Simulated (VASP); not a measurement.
# Bi (Im-3m) in VASP: a series of runs

Aim: see how the results for Bi move with the level of theory and the settings. Levels: PBEsol, RPBE+D3(BJ), RPBE+D4. Tasks: single point.

Program: VASP 6.6.1. These are calculated values, not measurements. Logs are shortened: lines on timing, memory, paths and dates and some standing lists are left out, and cuts for length are marked.

### 1 The cell of the first run

The structure is cubic, space group Im-3m (No. 229). The conventional cell has a = 4.015 Å, b = 4.015 Å, c = 4.015 Å, α = 90.00°, β = 90.00°, γ = 90.00°. Within 4.6 Å of Bi (site symmetry m-3m) lie 14 Bi at 3.48 to 4.02 Å.

### 2 Single point, PBEsol (volume scaled by 1.04)

The input, INCAR:

```
ALGO = Fast
EDIFF = 1E-6
ENCUT = 520
GGA = PS
ISIF = 2
ISMEAR = -1
LASPH = True
LCHARG = False
LREAL = False
LWAVE = False
NBANDS = 14
NELM = 60
PREC = Accurate
SIGMA = 0.05
```

The input, KPOINTS:

```
k-points
0
Gamma
  9 9 9
```

The input, POSCAR:

```
Bi
1.0
   -2.0075049763      2.0075049763      2.0075049763
    2.0075049763     -2.0075049763      2.0075049763
    2.0075049763      2.0075049763     -2.0075049763
Bi
1
Direct
    0.0000000000      0.0000000000      0.0000000000
```

Potentials or basis: VASP PAW PBE potentials, release 64 (Bi_d).

Run with:

```bash
> cat potpaw_PBE.64/Bi_d/POTCAR > POTCAR
> mpirun -np 1 vasp_std > vasp.out
```

OUTCAR:

```text
EDIFF = 1E-6
   ENCUT = 520
   GGA = PS
   ISIF = 2
   ISMEAR = -1
   LASPH = True
   LREAL = False
   NELM = 60
   PREC = Accurate

 ion  position               nearest neighbor table
   1  0.000  0.000  0.000-

  LATTYP: Found a body centered cubic cell.
 ALAT       =     4.0150099526

  Lattice vectors:

 A1 = (  -2.0075049763,   2.0075049763,   2.0075049763)
 A2 = (   2.0075049763,  -2.0075049763,   2.0075049763)
 A3 = (   2.0075049763,   2.0075049763,  -2.0075049763)

Analysis of symmetry for initial positions (statically):
=====================================================================
 Subroutine PRICEL returns:
 Original cell was already a primitive cell.

 Routine SETGRP: Setting up the symmetry group for a
 body centered cubic supercell.

 Subroutine GETGRP returns: Found 48 space group operations
[... 9 lines left out ...]

 Routine SETGRP: Setting up the symmetry group for a
 body centered cubic supercell.

 Subroutine GETGRP returns: Found 48 space group operations
[... 11 lines left out ...]
                                     Primitive cell

  volume of cell :      32.3616

  direct lattice vectors                    reciprocal lattice vectors
    -2.007504976  2.007504976  2.007504976     0.000000000  0.249065385  0.249065385
     2.007504976 -2.007504976  2.007504976     0.249065385  0.000000000  0.249065385
     2.007504976  2.007504976 -2.007504976     0.249065385  0.249065385  0.000000000

  length of vectors
     3.477100615  3.477100615  3.477100615     0.352231646  0.352231646  0.352231646

  position of ions in fractional coordinates (direct lattice)
     0.000000000  0.000000000  0.000000000

  ion indices of the primitive-cell ions
   primitive index   ion index
                 1           1

----------------------------------------------------------------------------------------

 KPOINTS: k-points

Automatic generation of k-mesh.
 Grid dimensions read from file:
 generate k-points for:    9    9    9

 Generating k-lattice:

  Cartesian coordinates                     Fractional coordinates (reciprocal lattice)
     0.000000000  0.027673932  0.027673932     0.111111111  0.000000000  0.000000000
     0.027673932  0.000000000  0.027673932     0.000000000  0.111111111  0.000000000
     0.027673932  0.027673932  0.000000000     0.000000000  0.000000000  0.111111111

  Length of vectors
     0.039136850  0.039136850  0.039136850

  Shift w.r.t. Gamma in fractional coordinates (k-lattice)
     0.000000000  0.000000000  0.000000000

 Subroutine IBZKPT returns following result:
 ===========================================

 Found     35 irreducible k-points:

 Following reciprocal coordinates:
            Coordinates               Weight
  0.000000  0.000000  0.000000      1.000000
  0.111111  0.000000  0.000000     12.000000
  0.222222  0.000000  0.000000     12.000000
  0.333333  0.000000  0.000000     12.000000
  0.444444  0.000000  0.000000     12.000000
  0.111111  0.111111  0.000000     24.000000
[... 16 lines left out ...]
 -0.333333  0.444444  0.111111     48.000000
 -0.444444 -0.444444  0.111111     24.000000
 [... further k-points ...]
   k-points           NKPTS =     35   k-points in BZ     NKDIM =     35   number of bands    NBANDS=     14
   number of dos      NEDOS =    301   number of ions     NIONS =      1
   total plane-waves  NPLWV =  21952
   dimension x,y,z NGX =    28 NGY =   28 NGZ =   28
   dimension x,y,z NGXF=    56 NGYF=   56 NGZF=   56
   ions per type =               1
   NGX,Y,Z   is equivalent  to a cutoff of  13.39, 13.39, 13.39 a.u.
   NGXF,Y,Z  is equivalent  to a cutoff of  26.77, 26.77, 26.77 a.u.
 SYSTEM =  unknown system
   PREC   = accura    normal or accurate (medium, high low for compatibility)
   ISTART =      0    job   : 0-new  1-cont  2-samecut
   ICHARG =      2    charge: 1-file 2-atom 10-const
   ISPIN  =      1    spin polarized calculation?
   LNONCOLLINEAR =      F non collinear calculations
   LSORBIT =      F    spin-orbit coupling
   LASPH  =      T    aspherical Exc in radial PAW
   ENCUT  =  520.0 eV  38.22 Ry    6.18 a.u.   6.47  6.47  6.47*2*pi/ulx,y,z
   NELM   =     60;   NELMIN=  2; NELMDL= -5     # of ELM steps
   EDIFF  = 0.1E-05   stopping-criterion for ELM
   LREAL  =      F    real-space projection
   EDIFFG = 0.1E-04   stopping-criterion for IOM
   NSW    =      0    number of steps for IOM
   IBRION =     -1    ionic relax: 0-MD 1-quasi-New 2-CG
[... 8 lines left out ...]
   EMIN   =  10.00;   EMAX   =-10.00  energy-range for DOS
   EFERMI =   0.00;   METHOD = LEGACY
   ISMEAR =    -1;   SIGMA  =   0.05  broadening in eV -4-tet -1-fermi 0-gaus
   EFERMI_NEDOS =   21; number of points for ismear=-14 and -15
   IALGO  =     68    algorithm
   IMIX   =      4    mixing-type and parameters
     AMIX     =   0.40;   BMIX     =  1.00
     AMIX_MAG =   1.60;   BMIX_MAG =  1.00
  volume/ion in A,a.u.               =      32.36       218.39
  Fermi-wavevector in a.u.,A,eV,Ry     =   1.266957  2.394202 21.839808  1.605181
  Thomas-Fermi vector in A             =   2.400131
   LORBIT       =      0    0 simple, 1 ext, 2 COOP (PROOUT), +10 PAW based schemes
   GGA     = PS    functional components
   LHFCALC =     F    Hartree Fock is set to
   AEXX    =    0.0000 exact exchange contribution
   IVDW    =     0    specifies the selected vdW correction
   LEPSILON=     F    determine dielectric tensor
   LRPA    =     F    only Hartree local field effects (RPA)
 non-spin polarized calculation
 RMM-DIIS sequential band-by-band and
  energy-cutoff  :      520.00
  volume of cell :       32.36
 maximum number of plane-waves:       897
 NGX is ok and might be reduce to    28
   NGX = 13   NGY = 13   NGZ = 13

 number of electron      15.0000004 magnetization

 Free energy of the ion-electron system (eV)
  ---------------------------------------------------
  ext. energy  EPLUGINS =         0.00000000
  ---------------------------------------------------
  free energy    TOTEN  =        -4.20462493 eV

  energy without entropy =       -4.19991783  energy(sigma->0) =       -4.20227138

 E-fermi :   7.2277     XC(G=0): -10.2531

 val. band max:        7.2077342196   @ k =  -0.2222   0.2222   0.1111
 cond. band min:       7.5201891064   @ k =   0.3333   0.2222   0.1111
 fundamental gap:      0.3124548868
 Fermi energy:         7.2277490126

 k-point     1 :       0.0000    0.0000    0.0000
  band No.  band energies     occupation
      1     -15.6533      2.00000
      2     -15.6533      2.00000
      3     -15.6533      2.00000
      4     -15.5400      2.00000
      5     -15.5400      2.00000
      6      -6.0004      2.00000
      7      12.1086      0.00000
      8      12.1086      0.00000
      9      12.1086      0.00000
     10      15.8749      0.00000
     11      17.7285      0.00000
     12      17.7285      0.00000
     13      17.7286      0.00000
     14      18.7164      0.00000

 k-point     2 :       0.1111    0.0000    0.0000
  band No.  band energies     occupation
      1     -15.6574      2.00000
      2     -15.6462      2.00000
      3     -15.6318      2.00000
      4     -15.5447      2.00000
      5     -15.5408      2.00000
      6      -5.7869      2.00000
      7      10.1711      0.00000
      8      11.5113      0.00000
      9      11.9282      0.00000
     10      15.9343      0.00000
     11      16.7505      0.00000
     12      17.4488      0.00000
     13      17.5390      0.00000
     14      19.6086      0.00000

 k-point     3 :       0.2222    0.0000    0.0000
  band No.  band energies     occupation
      1     -15.6676      2.00000
      2     -15.6318      2.00000
      3     -15.5769      2.00000
      4     -15.5535      2.00000
      5     -15.5429      2.00000
      6      -5.1649      2.00000
      7       7.1879      1.37865
      8      10.3681      0.00000
      9      11.4624      0.00000
     10      14.4952      0.00000
     11      15.7617      0.00000
     12      17.5603      0.00000
     13      18.8654      0.00000
     14      21.6689      0.00000

 k-point     4 :       0.3333    0.0000    0.0000
  band No.  band energies     occupation
      1     -15.6791      2.00000
      2     -15.6262      2.00000
      3     -15.5537      2.00000
      4     -15.5452      2.00000
      5     -15.5135      2.00000
      6      -4.2268      2.00000
      7       4.4981      2.00000
      8       9.3825      0.00000
      9      10.9542      0.00000
     10      13.5775      0.00000
     11      15.1025      0.00000
     12      18.3189      0.00000
     13      19.7408      0.00000
     14      23.9288      0.00000

 k-point     5 :       0.4444    0.0000    0.0000
  band No.  band energies     occupation
      1     -15.6867      2.00000
      2     -15.6300      2.00000
      3     -15.5471      2.00000
      4     -15.5467      2.00000
      5     -15.4716      2.00000
      6      -3.3275      2.00000
      7       2.6881      2.00000
      8       8.8387      0.00000
      9      10.6431      0.00000
     10      13.1383      0.00000
     11      14.7757      0.00000
[... 276 lines left out ...]
 k-point    22 :      -0.4444    0.4444    0.1111
  band No.  band energies     occupation
      1     -15.6634      2.00000
      2     -15.6227      2.00000
      3     -15.5605      2.00000
      4     -15.5499      2.00000
      5     -15.4736      2.00000
      6      -3.1568      2.00000
      7       2.9218      2.00000
      8       8.2415      0.00000
      9       9.5570      0.00000
     10      14.4132      0.00000
     11      15.7240      0.00000
     12      17.0047      0.00000
     13      18.9664      0.00000
     14      25.2013      0.00000

 k-point    23 :      -0.3333    0.4444    0.1111
  band No.  band energies     occupation
      1     -15.6411      2.00000
      2     -15.6097      2.00000
      3     -15.5701      2.00000
      4     -15.5535      2.00000
      5     -15.4944      2.00000
      6      -3.2714      2.00000
      7       3.9149      2.00000
      8       6.8199      1.99943
      9       9.8389      0.00000
     10      14.4303      0.00000
     11      15.3560      0.00000
     12      18.3942      0.00000
     13      18.7254      0.00000
     14      22.2794      0.00000

 k-point    24 :      -0.4444   -0.4444    0.1111
  band No.  band energies     occupation
      1     -15.6432      2.00000
      2     -15.6129      2.00000
      3     -15.5757      2.00000
      4     -15.5432      2.00000
      5     -15.4774      2.00000
      6      -2.7727      2.00000
      7       3.0865      2.00000
      8       6.4608      2.00000
      9       9.7730      0.00000
     10      14.5152      0.00000
     11      15.9671      0.00000
     12      17.0501      0.00000
     13      18.4454      0.00000
     14      24.7118      0.00000

 [... further k-points ...]
[... 5 lines left out ...]
  --------------------------------------------------------------------------------------
  -------------------------------------------------------------------------------------
  Total       -0.7729059     -0.7729059     -0.7729059     -0.0000000     -0.0000000      0.0000000
  in kB      -38.2654943    -38.2654943    -38.2654943     -0.0000000     -0.0000000      0.0000000
  external PRESSURE =     -38.2654943 kB  Pullay stress =       0.0000000 kB

 VOLUME and BASIS-vectors are now :
 -----------------------------------------------------------------------------
  energy-cutoff  :      520.00
  volume of cell :       32.36
      direct lattice vectors                 reciprocal lattice vectors
    -2.007504976  2.007504976  2.007504976     0.000000000  0.249065385  0.249065385
     2.007504976 -2.007504976  2.007504976     0.249065385  0.000000000  0.249065385
     2.007504976  2.007504976 -2.007504976     0.249065385  0.249065385  0.000000000

 POSITION                                       TOTAL-FORCE (eV/Angst)
 -----------------------------------------------------------------------------------
      0.00000      0.00000      0.00000        -0.000000      0.000000     -0.000000
 -----------------------------------------------------------------------------------
    total drift:                               -0.000000     -0.000000     -0.000000

  FREE ENERGIE OF THE ION-ELECTRON SYSTEM (eV)
  ---------------------------------------------------
  free  energy   TOTEN  =        -4.2046249280 eV

  energy  without entropy=       -4.1999178341  energy(sigma->0) =       -4.20227138
```

Wall time 7.8 s (1 thread of Intel Xeon 6975P-C (Granite Rapids), shared host); peak memory 0.15 GiB.

What came out:

```
Free energy : -4.2046 eV
Pressure    : -3.8 GPa
```

Levels at points of the mesh, in eV from the Fermi level:
```
           k point  band 3  band 4  band 5  band 6  band 7  band 8  band 9  band 10  band 11  band 12
(0.00, 0.00, 0.00)  -22.88  -22.77  -22.77  -13.23    4.88    4.88    4.88     8.65    10.50    10.50
```

Caveat: the cell differs from its parent crystal (volume scaled by 1.04); the PAW data sets were made with another functional, which shifts forces and pressure a little; spin-orbit coupling is left out, which moves the levels of the heavy elements.

### 3 Single point, RPBE+D3(BJ)

This run uses another cell than the first one, of 22.52 Å³/atom, 0.696 times its volume.

The input, INCAR:

```
PREC     = Accurate       # precision mode
ENCUT    = 520            # plane-wave cutoff, eV
EDIFF    = 1E-6           # SCF threshold, eV
ISMEAR   = -1             # smearing method
SIGMA    = 0.05           # smearing width, eV
LREAL    = F              # projectors in reciprocal space
LASPH    = T              # aspherical terms in the spheres
NELM     = 100            # most SCF steps
ALGO     = Normal         # electronic algorithm
ISIF     = 2              # what is computed and relaxed
LWAVE    = F              # write WAVECAR
LCHARG   = F              # write CHGCAR
GGA      = RP             # functional
IVDW     = 12             # dispersion correction
NBANDS   = 14             # bands
```

The input, KPOINTS:

```
Automatic mesh
0
Gamma
  9 9 9
```

The input, POSCAR:

```
Bi
1.0
   -1.7788759240      1.7788759240      1.7788759240
    1.7788759240     -1.7788759240      1.7788759240
    1.7788759240      1.7788759240     -1.7788759240
Bi
1
Direct
    0.0000000000      0.0000000000      0.0000000000
```

Potentials or basis: VASP PAW PBE potentials, release 64 (Bi_d).

Run with:

```bash
> cat potpaw_PBE.64/Bi_d/POTCAR > POTCAR
> mpirun -np 1 vasp_std > vasp.out
```

Wall time 3.4 s (1 thread of Intel Xeon 6975P-C (Granite Rapids), shared host); peak memory 0.15 GiB.

Results (log left out):

```yaml
Free_energy: -6.7909 eV
Pressure: -0.1 GPa
Dispersion_energy_per_atom: -4.306 eV
```

Levels at points of the mesh, in eV from the Fermi level:
```csv
k point,band 4,band 5,band 6,band 7,band 8,band 9,band 10,band 11
"(0.00, 0.00, 0.00)",-23.43,-23.43,-16.52,7.75,7.75,7.75,10.06,10.06
```

Caveat: the PAW data sets were made with another functional, which shifts forces and pressure a little; spin-orbit coupling is left out, which moves the levels of the heavy elements; pairwise dispersion overbinds metals, which lowers pressure and volume.

(Continued in part 2 of 2.)
